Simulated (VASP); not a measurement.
# KI (Fm-3m) in VASP: further runs, part 2 of 2

VASP 6.6.1. The steps go on from the part before.

### Step 6. Single point, HSE06

This run uses another cell than the first one, of 45.56 Å³/atom.

The input, POSCAR:

```
KI
1.0
    0.0000000000      3.5716460705      3.5716460705
    3.5716460705      0.0000000000      3.5716460705
    3.5716460705      3.5716460705      0.0000000000
K I
1 1
Direct
    0.0000000000      0.0000000000      0.0000000000
    0.5000000000      0.5000000000      0.5000000000
```

The input, INCAR.step1:

```
SYSTEM = KI
PREC = Accurate ; ENCUT = 400
EDIFF = 1E-5 ; ISMEAR = -1
SIGMA = 0.02 ; LREAL = .False.
LASPH = .True. ; NELM = 120
ALGO = Normal ; ISIF = 2
LWAVE = .True. ; LCHARG = .False.
NBANDS = 15 ; GGA = PE
GGA_COMPAT = .False.
```

The input, INCAR.step2:

```
SYSTEM = KI
PREC = Accurate ; ENCUT = 400
EDIFF = 1E-6 ; ISMEAR = -1
SIGMA = 0.02 ; LREAL = .False.
LASPH = .True. ; NELM = 120
ALGO = Normal ; ISIF = 2
LWAVE = .False. ; LCHARG = .False.
GGA = PE ; LHFCALC = .True.
HFSCREEN = 0.2079 ; PRECFOCK = Normal
NBANDS = 15 ; ISTART = 1
GGA_COMPAT = .False.
```

The input, KPOINTS:

```
Automatic mesh
0
Gamma
  4 4 4
  0 0 0
```

Potentials or basis: VASP PAW PBE potentials, release 64 (K_sv, I).

Command:

```
> cat potpaw_PBE.64/K_sv/POTCAR potpaw_PBE.64/I/POTCAR > POTCAR
> cp INCAR.step1 INCAR
> mpirun -np 1 vasp_std > vasp.out
> cp INCAR.step2 INCAR
> mpirun -np 1 vasp_std > vasp.out
```

OUTCAR:

```text
SYSTEM = KI
   PREC = Accurate
   ENCUT = 400
   EDIFF = 1E-6
   ISMEAR = -1
   LREAL = .False.
   LASPH = .True.
   NELM = 120
   ISIF = 2
   GGA = PE
   LHFCALC = .True.
   HFSCREEN = 0.2079
   PRECFOCK = Normal
   ISTART = 1

 ion  position               nearest neighbor table
   1  0.000  0.000  0.000-   2 3.57   2 3.57   2 3.57   2 3.57   2 3.57   2 3.57
   2  0.500  0.500  0.500-   1 3.57   1 3.57   1 3.57   1 3.57   1 3.57   1 3.57

  LATTYP: Found a face centered cubic cell.
 ALAT       =     7.1432921410

  Lattice vectors:

 A1 = (   0.0000000000,   3.5716460705,   3.5716460705)
 A2 = (   3.5716460705,   0.0000000000,   3.5716460705)
 A3 = (   3.5716460705,   3.5716460705,   0.0000000000)

Analysis of symmetry for initial positions (statically):
=====================================================================
 Subroutine PRICEL returns:
 Original cell was already a primitive cell.

 Routine SETGRP: Setting up the symmetry group for a
 face centered cubic supercell.

 Subroutine GETGRP returns: Found 48 space group operations
 (whereof 48 operations were pure point group operations)
 out of a pool of 48 trial point group operations.

The static configuration has the point symmetry O_h .

Analysis of symmetry for dynamics (positions and initial velocities):
=====================================================================
 Subroutine PRICEL returns:
 Original cell was already a primitive cell.

 Routine SETGRP: Setting up the symmetry group for a
 face centered cubic supercell.

 Subroutine GETGRP returns: Found 48 space group operations
 (whereof 48 operations were pure point group operations)
 out of a pool of 48 trial point group operations.

The dynamic configuration has the point symmetry O_h .

 Subroutine INISYM returns: Found 48 space group operations
 (whereof 48 operations are pure point group operations),
 and found     1 'primitive' translations

----------------------------------------------------------------------------------------

                                     Primitive cell

  volume of cell :      91.1245

  direct lattice vectors                    reciprocal lattice vectors
     0.000000000  3.571646070  3.571646070    -0.139991475  0.139991475  0.139991475
     3.571646070  0.000000000  3.571646070     0.139991475 -0.139991475  0.139991475
     3.571646070  3.571646070  0.000000000     0.139991475  0.139991475 -0.139991475

  length of vectors
     5.051070313  5.051070313  5.051070313     0.242472347  0.242472347  0.242472347

  position of ions in fractional coordinates (direct lattice)
     0.000000000  0.000000000  0.000000000
     0.500000000  0.500000000  0.500000000

  ion indices of the primitive-cell ions
   primitive index   ion index
                 1           1
                 2           2

----------------------------------------------------------------------------------------

 KPOINTS: Automatic mesh

Automatic generation of k-mesh.
 Grid dimensions read from file:
 generate k-points for:    4    4    4

[... 32 lines left out ...]
   dimension x,y,z NGXF=    72 NGYF=   72 NGZF=   72
   ions per type =               1   1
   NGX,Y,Z   is equivalent  to a cutoff of  11.85, 11.85, 11.85 a.u.
   NGXF,Y,Z  is equivalent  to a cutoff of  23.70, 23.70, 23.70 a.u.
 SYSTEM =  KI
   PREC   = accura    normal or accurate (medium, high low for compatibility)
   ISTART =      1    job   : 0-new  1-cont  2-samecut
   ICHARG =      0    charge: 1-file 2-atom 10-const
   ISPIN  =      1    spin polarized calculation?
   LNONCOLLINEAR =      F non collinear calculations
   LSORBIT =      F    spin-orbit coupling
   LASPH  =      T    aspherical Exc in radial PAW
   ENCUT  =  400.0 eV  29.40 Ry    5.42 a.u.   8.24  8.24  8.24*2*pi/ulx,y,z
   NELM   =    120;   NELMIN=  2; NELMDL=  0     # of ELM steps
   EDIFF  = 0.1E-05   stopping-criterion for ELM
   LREAL  =      F    real-space projection
   EDIFFG = 0.1E-04   stopping-criterion for IOM
   NSW    =      0    number of steps for IOM
   IBRION =     -1    ionic relax: 0-MD 1-quasi-New 2-CG
   NFREE  =      0    steps in history (QN), initial steepest desc. (CG)
   ISIF   =      2    stress and relaxation
   ISYM   =      3    0-nonsym 1-usesym 2-fastsym
   POTIM  = 0.5000    time-step for ionic-motion
   TEBEG  =    0.0;   TEEND  =   0.0 temperature during run
   PSTRESS=    0.0 pullay stress
   NELECT =      16.0000    total number of electrons
   NUPDOWN=      -1.0000    fix difference up-down
   EMIN   =  10.00;   EMAX   =-10.00  energy-range for DOS
   EFERMI =   0.00;   METHOD = LEGACY
   ISMEAR =    -1;   SIGMA  =   0.02  broadening in eV -4-tet -1-fermi 0-gaus
   EFERMI_NEDOS =   21; number of points for ismear=-14 and -15
   IALGO  =     38    algorithm
   IMIX   =      1    mixing-type and parameters
     AMIX     =   0.40;   BMIX     =  1.00
     AMIX_MAG =   1.60;   BMIX_MAG =  1.00
  volume/ion in A,a.u.               =      45.56       307.47
  Fermi-wavevector in a.u.,A,eV,Ry     =   0.916719  1.732348 11.433988  0.840374
  Thomas-Fermi vector in A             =   2.041607
   LORBIT       =      0    0 simple, 1 ext, 2 COOP (PROOUT), +10 PAW based schemes
   GGA     = PE    functional components
   LHFCALC =     T    Hartree Fock is set to
   PRECFOCK=normal    Normal, Fast or Accurate (Low or Medium for compatibility)
   ENCUT4O =  -1.0   cutoff for four orbital integrals eV
   NKREDX  =     1    reduce k-point grid by
   NKREDY  =     1    reduce k-point grid by
   NKREDZ  =     1    reduce k-point grid by
   AEXX    =    0.2500 exact exchange contribution
   HFSCREEN=    0.2079 screening length (either q_TF or 0.3 A-1)
   HFSCREENC=   0.2079 screening length for correlation (either q_TF or 0.3 A-1)
   ENCUTFOCK=  -1.0 apply spherical cutoff to Coloumb kernel
   IVDW    =     0    specifies the selected vdW correction
   LEPSILON=     F    determine dielectric tensor
   LRPA    =     F    only Hartree local field effects (RPA)
 non-spin polarized calculation
  energy-cutoff  :      400.00
  volume of cell :       91.12
 maximum number of plane-waves:      1676
 NGX is ok and might be reduce to    36
  NGX = 28; NGY = 28; NGZ = 28

 number of electron      16.0000004 magnetization

 Free energy of the ion-electron system (eV)
  ---------------------------------------------------
  ext. energy  EPLUGINS =         0.00000000
  ---------------------------------------------------
  free energy    TOTEN  =        -6.40364245 eV

  energy without entropy =       -6.40364245  energy(sigma->0) =       -6.40364245

 E-fermi :  -0.8293     XC(G=0):  -5.9412

 val. band max:       -1.3095141757   @ k =   0.0000   0.0000   0.0000
 cond. band min:       3.5638592885   @ k =   0.0000   0.0000   0.0000
 fundamental gap:      4.8733734642
 Fermi energy:        -0.8293293824

 k-point     1 :       0.0000    0.0000    0.0000
  band No.  band energies     occupation
      1     -32.1969      2.00000
      2     -14.3253      2.00000
      3     -14.3253      2.00000
      4     -14.3253      2.00000
      5     -12.6491      2.00000
      6      -1.3095      2.00000
      7      -1.3095      2.00000
      8      -1.3095      2.00000
      9       3.5639      0.00000
     10       6.3410      0.00000
     11       6.3410      0.00000
     12       6.3410      0.00000
     13       7.1561      0.00000
     14       7.1561      0.00000
[... 113 lines left out ...]
      2     -14.3701      2.00000
      3     -14.3538      2.00000
      4     -14.3538      2.00000
      5     -12.4434      2.00000
      6      -2.0429      2.00000
      7      -2.0429      2.00000
      8      -1.8958      2.00000
      9       6.2074      0.00000
     10       6.2074      0.00000
     11       6.3569      0.00000
     12       7.9851      0.00000
     13       8.7535      0.00000
     14       9.8245      0.00000
     15      10.1509      0.00000

------------------------ aborting loop because EDIFF is reached ----------------------------------------

  FORCE on cell =-STRESS in cart. coord.  units (eV):
  Direction    XX          YY          ZZ          XY          YZ          ZX
  --------------------------------------------------------------------------------------
  -------------------------------------------------------------------------------------
  Total        0.0126012      0.0126012      0.0126012      0.0000000      0.0000000     -0.0000000
  in kB        0.2215573      0.2215573      0.2215573      0.0000000      0.0000000     -0.0000000
  external PRESSURE =       0.2215573 kB  Pullay stress =       0.0000000 kB

 VOLUME and BASIS-vectors are now :
 -----------------------------------------------------------------------------
  energy-cutoff  :      400.00
  volume of cell :       91.12
      direct lattice vectors                 reciprocal lattice vectors
     0.000000000  3.571646070  3.571646070    -0.139991475  0.139991475  0.139991475
     3.571646070  0.000000000  3.571646070     0.139991475 -0.139991475  0.139991475
     3.571646070  3.571646070  0.000000000     0.139991475  0.139991475 -0.139991475

 POSITION                                       TOTAL-FORCE (eV/Angst)
 -----------------------------------------------------------------------------------
      0.00000      0.00000      0.00000        -0.000000      0.000000     -0.000000
      3.57165      3.57165      3.57165         0.000000     -0.000000      0.000000
 -----------------------------------------------------------------------------------
    total drift:                               -0.000000     -0.000000     -0.000000

  FREE ENERGIE OF THE ION-ELECTRON SYSTEM (eV)
  ---------------------------------------------------
  free  energy   TOTEN  =        -6.4036424521 eV

  energy  without entropy=       -6.4036424521  energy(sigma->0) =       -6.40364245
```

Wall time 9.1 min (1 thread of Intel Xeon Platinum 8488C (Sapphire Rapids), shared host); peak memory 0.31 GiB.

What came out:

```yaml
Free_energy: -6.4036 eV
Pressure: 0.0 GPa
Band_gap_on_the_k_mesh: 4.87 eV
```

Caveat: the PAW data sets were made with another functional, which shifts forces and pressure a little; spin-orbit coupling is left out, which moves the levels of the heavy elements.

### Step 7. Overview

```tsv
task	level	spin	cell	k mesh	cutoff (eV)	smearing	grid for exact exchange (PRECFOCK)	share of exact exchange	screening parameter	gap on the mesh (eV)	pressure (GPa)
relaxation of cell and atoms	r2SCAN	off	relaxed from a = 5.076 Å, angles 60.0°, 2 atoms	6 × 6 × 6	550	fermi-dirac 0.02 eV	-	-	-	4.58	0.0
single point	PBE	non-collinear, zero start, SOC	a = 5.013 Å, angles 60.0°, 2 atoms	6 × 6 × 6	500	gaussian 0.01 eV	-	-	-	-	0.5
single point	HSE06	off	a = 5.013 Å, angles 60.0°, 2 atoms	4 × 4 × 4	400	gaussian 0.01 eV	Normal	0.25	0.2079 1/Å	4.93	0.3
single point	PBE0	off	a = 5.013 Å, angles 60.0°, 2 atoms	4 × 4 × 4	400	gaussian 0.01 eV	Normal	0.25	-	5.64	0.2
single point	HSE06	off	a = 5.051 Å, angles 60.0°, 2 atoms	4 × 4 × 4	400	fermi-dirac 0.02 eV	Normal	0.25	0.2079 1/Å	4.87	0.0
```

Alike in all rows: potentials or basis VASP PAW PBE potentials, release 64 (K_sv, I).

Caveats: the PAW data sets were made with another functional, which shifts forces and pressure a little (at least some runs); spin-orbit coupling is left out, which moves the levels of the heavy elements (at least some runs).

Absolute energies hang on the potentials; compare differences alone.
